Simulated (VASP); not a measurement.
# ZrS2 (P-3m1) in VASP: a series of runs, part 2 of 2

VASP 6.6.1.

### 3 Single point, PBE+D3(BJ)

INCAR reads:

```
PREC = Accurate
ENCUT = 520
EDIFF = 1E-6
ISMEAR = 0
SIGMA = 0.02
LREAL = False
LASPH = True
NELM = 100
ALGO = Normal
ISIF = 2
LWAVE = False
LCHARG = True
GGA = PE
IVDW = 12
LELF = True
LVHAR = True
NBANDS = 19
```

KPOINTS reads:

```
regular mesh
0
Gamma
  12 12 6
```

POSCAR reads:

```
ZrS2
1.0
    3.6350196955      0.0000000000      0.0000000000
   -1.8175098477      3.1480193995      0.0000000000
    0.0000000000      0.0000000000      5.7227454100
Zr S
1 2
Direct
    0.0000000000      0.0000000000      0.0000000000
    0.3333333333      0.6666666667      0.2552453905
    0.6666666667      0.3333333333      0.7447546095
```

Potentials or basis: VASP PAW PBE potentials, release 64 (Zr_sv, S).

On the command line:

```sh
$ cat potpaw_PBE.64/Zr_sv/POTCAR potpaw_PBE.64/S/POTCAR > POTCAR
$ mpirun -np 1 vasp_std > vasp.out
```

OUTCAR:

```text
PREC = Accurate
   ENCUT = 520
   EDIFF = 1E-6
   ISMEAR = 0
   LREAL = False
   LASPH = True
   NELM = 100
   ISIF = 2
   GGA = PE
   IVDW = 12
 IVDW          = 12

 ion  position               nearest neighbor table
   1  0.000  0.000  0.000-   2 2.56   3 2.56   2 2.56   3 2.56   3 2.56   2 2.56
   2  0.333  0.667  0.255-   1 2.56   1 2.56   1 2.56
   3  0.667  0.333  0.745-   1 2.56   1 2.56   1 2.56

  LATTYP: Found a hexagonal cell.
 ALAT       =     3.6350196955
 C/A-ratio  =     1.5743368370

  Lattice vectors:

 A1 = (   3.6350196955,   0.0000000000,   0.0000000000)
 A2 = (  -1.8175098477,   3.1480193995,   0.0000000000)
 A3 = (   0.0000000000,   0.0000000000,   5.7227454100)

Analysis of symmetry for initial positions (statically):
=====================================================================
 Subroutine PRICEL returns:
 Original cell was already a primitive cell.

 Routine SETGRP: Setting up the symmetry group for a
 hexagonal supercell.

 Subroutine GETGRP returns: Found 12 space group operations
 (whereof 12 operations were pure point group operations)
 out of a pool of 24 trial point group operations.

The static configuration has the point symmetry D_3d.
[... 162 lines left out ...]

 E-fermi :   5.3843     XC(G=0):  -9.8188

 val. band max:        5.2612363809   @ k =   0.0000   0.0000   0.0000
 cond. band min:       5.9268244081   @ k =   0.5000   0.0000   0.5000
 fundamental gap:      0.6655880273
 Fermi energy:         5.3843225534

 k-point     1 :       0.0000    0.0000    0.0000
  band No.  band energies     occupation
      1     -43.8445      2.00000
      2     -21.9213      2.00000
      3     -21.7559      2.00000
      4     -21.7559      2.00000
      5      -7.7468      2.00000
      6      -6.1230      2.00000
[... 505 lines left out ...]
      6      -6.2778      2.00000
[... 11 lines left out ...]
     18      12.1198      0.00000
     19      12.8776      0.00000

 [... further k-points ...]

------------------------ aborting loop because EDIFF is reached ----------------------------------------

 Edisp (eV)   -1.08938

 E8    (eV) :    -0.4627

  FORCE on cell =-STRESS in cart. coord.  units (eV):
  Direction    XX          YY          ZZ          XY          YZ          ZX
  --------------------------------------------------------------------------------------
  -------------------------------------------------------------------------------------
  Total      -0.03241    -0.03241    -0.01721    -0.00000     0.00000     0.00000
  in kB      -0.79283    -0.79283    -0.42099    -0.00000     0.00000     0.00000
  external pressure =       -0.67 kB  Pullay stress =        0.00 kB

 VOLUME and BASIS-vectors are now :
 -----------------------------------------------------------------------------
  energy-cutoff  :      520.00
  volume of cell :       65.49
      direct lattice vectors                 reciprocal lattice vectors
     3.635019696  0.000000000  0.000000000     0.275101673  0.158830025  0.000000000
    -1.817509848  3.148019399  0.000000000     0.000000000  0.317660050  0.000000000
     0.000000000  0.000000000  5.722745410     0.000000000  0.000000000  0.174741305

 POSITION                                       TOTAL-FORCE (eV/Angst)
 -----------------------------------------------------------------------------------
      0.00000      0.00000      0.00000         0.000000      0.000000     -0.000000
     -0.00000      2.09868      1.46070         0.000000     -0.000000      0.003946
      1.81751      1.04934      4.26204        -0.000000      0.000000     -0.003946
 -----------------------------------------------------------------------------------
    total drift:                               -0.000000      0.000000     -0.000000

  FREE ENERGIE OF THE ION-ELECTRON SYSTEM (eV)
  ---------------------------------------------------
  free  energy   TOTEN  =       -22.4573895370 eV

  energy  without entropy=      -22.4573895370  energy(sigma->0) =      -22.45738954
```

Wall time 79 s (1 thread of AMD EPYC 9R45 (Zen 5), shared host); peak memory 0.24 GiB.

What came out:

```
Free energy                : -22.4574 eV
Pressure                   : -0.1 GPa
Largest force              : 0.004 eV/Å
Band gap on the k mesh     : 0.67 eV, indirect (least direct gap 1.42 eV)
Dispersion energy per atom : -0.363 eV
```

Forces on the atoms (eV/Å):
```
Zr   0.000  0.000  0.000
S    0.000  0.000  0.004
S    0.000  0.000 -0.004
```

Levels at points of the mesh, in eV from the valence-band top:
```csv
k point,band 8,band 9,band 10,band 11,band 12,band 13,band 14,band 15,band 16,band 17
"(0.00, 0.00, 0.00)",-2.96,-2.96,-0.24,-0.24,0.00,1.42,1.42,2.12,4.64,4.64
"(0.50, 0.00, 0.00)",-2.75,-2.75,-2.64,-2.17,-1.46,0.86,3.20,3.54,5.66,5.79
"(0.00, 0.00, 0.50)",-2.90,-2.90,-2.14,-0.44,-0.44,1.37,1.37,2.52,5.17,5.17
"(0.50, 0.00, 0.50)",-3.58,-2.87,-2.52,-1.07,-0.86,0.67,3.19,3.53,4.99,5.51
```

### 4 Relaxation of cell and atoms, PBE+D3(BJ)

This run uses another cell than the first one, of 22.25 Å³/atom, 1.019 times its volume.

INCAR reads:

```
PREC = Accurate
ENCUT = 500
EDIFF = 1E-7
ISMEAR = 0
SIGMA = 0.02
LREAL = F
LASPH = T
NELM = 120
ALGO = Normal
ISIF = 3
LWAVE = F
LCHARG = F
GGA = PE
IVDW = 12
IBRION = 2
NSW = 100
EDIFFG = -0.005
GGA_COMPAT = F
NELMIN = 4
```

KPOINTS is that of step 3.

POSCAR reads:

```
ZrS2
1.0
    3.6299990406      0.0000000000      0.0000000000
   -1.8149995203      3.1436713848      0.0000000000
    0.0000000000      0.0000000000      5.8500000000
Zr S
1 2
Direct
    0.0000000000      0.0000000000      0.0000000000
    0.3333333333      0.6666666667      0.2492000000
    0.6666666667      0.3333333333      0.7508000000
```

Potentials or basis: VASP PAW PBE potentials, release 64 (Zr_sv, S).

On the command line:

```sh
$ cat potpaw_PBE.64/Zr_sv/POTCAR potpaw_PBE.64/S/POTCAR > POTCAR
$ mpirun -np 1 vasp_std > vasp.out
```

OUTCAR:

```text
PREC = Accurate
   ENCUT = 500
   EDIFF = 1E-7
   ISMEAR = 0
   LREAL = F
   LASPH = T
   NELM = 120
   ISIF = 3
   GGA = PE
   IVDW = 12
   IBRION = 2
   NSW = 100
   EDIFFG = -0.005
   NELMIN = 4
 IVDW          = 12

 ion  position               nearest neighbor table
   1  0.000  0.000  0.000-   2 2.55   3 2.55   2 2.55   3 2.55   3 2.55   2 2.55
   2  0.333  0.667  0.249-   1 2.55   1 2.55   1 2.55
   3  0.667  0.333  0.751-   1 2.55   1 2.55   1 2.55

  LATTYP: Found a hexagonal cell.
 ALAT       =     3.6299990406
 C/A-ratio  =     1.6115706739

  Lattice vectors:

 A1 = (   3.6299990406,   0.0000000000,   0.0000000000)
 A2 = (  -1.8149995203,   3.1436713848,   0.0000000000)
 A3 = (   0.0000000000,   0.0000000000,   5.8500000000)

Analysis of symmetry for initial positions (statically):
[... 304 lines left out ...]
------------------------ aborting loop because EDIFF is reached ----------------------------------------
[... 77 lines left out ...]
--------------------------------------- Ionic step       12  -------------------------------------------

 number of electron      24.0000003 magnetization

 Free energy of the ion-electron system (eV)
  ---------------------------------------------------
  ext. energy  EPLUGINS =         0.00000000
  ---------------------------------------------------
  free energy    TOTEN  =       -21.36514703 eV

  energy without entropy =      -21.36514703  energy(sigma->0) =      -21.36514703

 E-fermi :   5.5153     XC(G=0):  -9.8340

 val. band max:        5.3000718412   @ k =   0.0000   0.0000   0.0000
 cond. band min:       5.9511521636   @ k =   0.5000   0.0000   0.5000
 fundamental gap:      0.6510803224
 Fermi energy:         5.5153130994

 k-point     1 :       0.0000    0.0000    0.0000
  band No.  band energies     occupation
      1     -43.8104      2.00000
      2     -21.8880      2.00000
      3     -21.7217      2.00000
      4     -21.7217      2.00000
      5      -7.7252      2.00000
      6      -6.0924      2.00000
[... 433 lines left out ...]
      3     -21.7953      2.00000
      4     -21.7375      2.00000
      5      -7.3841      2.00000
      6      -6.2487      2.00000
[... 8 lines left out ...]
     15       7.9707      0.00000
     16       9.7389      0.00000

 [... further k-points ...]

------------------------ aborting loop because EDIFF is reached ----------------------------------------

 Edisp (eV)   -1.09263

 E8    (eV) :    -0.4641
[... 26 lines left out ...]
  FREE ENERGIE OF THE ION-ELECTRON SYSTEM (eV)
  ---------------------------------------------------
  free  energy   TOTEN  =       -22.4577754043 eV

  energy  without entropy=      -22.4577754043  energy(sigma->0) =      -22.45777540

 reached required accuracy - stopping structural energy minimisation
```

OSZICAR:

```text
N       E                     dE             d eps       ncg     rms          rms(c)
DAV:   1     0.175837522845E+03    0.17584E+03   -0.11968E+04  3200   0.135E+03
DAV:   2    -0.136260688954E+02   -0.18946E+03   -0.18703E+03  4200   0.314E+02
DAV:   3    -0.232009525035E+02   -0.95749E+01   -0.95290E+01  5632   0.673E+01
[... 120 lines left out ...]
DAV:   3    -0.213651518805E+02    0.18920E-04   -0.48165E-05  4456   0.469E-02    0.156E-02
DAV:   4    -0.213651482314E+02    0.36491E-05   -0.15381E-05  5048   0.242E-02    0.931E-03
DAV:   5    -0.213651476042E+02    0.62723E-06   -0.17685E-06  4944   0.794E-03    0.448E-03
DAV:   6    -0.213651470366E+02    0.56758E-06   -0.71921E-07  3896   0.580E-03    0.716E-04
DAV:   7    -0.213651470336E+02    0.30009E-08   -0.92472E-08  1776   0.210E-03
  12 F= -.22457775E+02 E0= -.22457775E+02  d E =-.145968E-04
```

Wall time 6.5 min (1 thread of Intel Xeon 6975P-C (Granite Rapids), shared host); peak memory 0.26 GiB.

Results:

```
Free energy                            : -22.4578 eV
Relaxed volume                         : 21.77 Å³/atom
Relaxed cell                           : a = 3.633 Å, b = 3.633 Å, c = 5.715 Å, α = 90.00°, β = 90.00°, γ = 120.00°
Space group after relaxing (to 0.05 Å) : P-3m1 (No. 164)
Energy gained by relaxing              : 1.9 meV/atom
Ionic steps                            : 12
Pressure after relaxing                : 0.0 GPa
Band gap on the k mesh                 : 0.65 eV, indirect (least direct gap 1.42 eV)
Dispersion energy per atom             : -0.364 eV
```

Step by step:
```tsv
step	energy change (eV)	largest force (eV/Å)	pressure (GPa)	volume (Å³)
1	0.0000	0.1160	0.24	66.76
2	-0.0009	0.0072	-0.58	67.08
3	-0.0009	0.0311	-0.40	67.01
4	-0.0022	0.0381	-0.34	66.78
5	-0.0044	0.0576	-0.15	66.07
6	-0.0046	0.0648	-0.05	65.77
7	-0.0055	0.0149	-0.04	65.43
8	-0.0055	0.0052	-0.03	65.29
9	-0.0055	0.0038	-0.03	65.30
10	-0.0055	0.0108	0.09	65.26
11	-0.0056	0.0060	0.05	65.27
12	-0.0056	0.0009	0.02	65.31
```

Final structure:
```
Zr S
1.0
     3.63274    0.00000    0.00000
    -1.81637    3.14604    0.00000
     0.00000    0.00000    5.71461
Zr S
1 2
Direct
  0.00000 0.00000 0.00000
  0.33333 0.66667 0.25579
  0.66667 0.33333 0.74421
```

Levels at points of the mesh, in eV from the valence-band top:
```csv
k point,band 10,band 11,band 12,band 13,band 14,band 15
"(0.00, 0.00, 0.00)",-0.24,-0.24,0.00,1.42,1.42,2.11
"(0.50, 0.00, 0.00)",-2.65,-2.19,-1.47,0.85,3.20,3.54
"(0.00, 0.00, 0.50)",-2.16,-0.45,-0.45,1.36,1.36,2.51
"(0.50, 0.00, 0.50)",-2.53,-1.07,-0.87,0.65,3.19,3.53
```

### 5 Against experiment

Step 2. Against the measured gap of ZrS2, 1.68 eV (indirect; quoted in “Stress-Tuned Optical Transitions in Layered 1T-MX2 (M= Hf, Zr, Sn; X= S, Se) Crystals”, 2022, arxiv:2210.12074), the calculated 0.67 eV is off by -1.01 eV. So large a miss can be the level of theory's own, or it may mean another phase, state or a wrong row. Spin-orbit coupling on Zr is left out. The value is that of PBE+D3(BJ) on a finite k mesh, which can miss the band edges, without temperature or zero-point motion. Semilocal functionals fall short of measured gaps as a rule.

Step 3. A measured gap of ZrS2 is 1.68 eV (indirect; quoted in “Stress-Tuned Optical Transitions in Layered 1T-MX2 (M= Hf, Zr, Sn; X= S, Se) Crystals”, 2022, arxiv:2210.12074); the calculated 0.67 eV misses it by -1.01 eV. So large a miss can be the level of theory's own, or it may mean another phase, state or a wrong row. Spin-orbit coupling on Zr is left out. The value is that of PBE+D3(BJ) on a finite k mesh, which can miss the band edges, without temperature or zero-point motion. Semilocal functionals fall short of measured gaps as a rule.
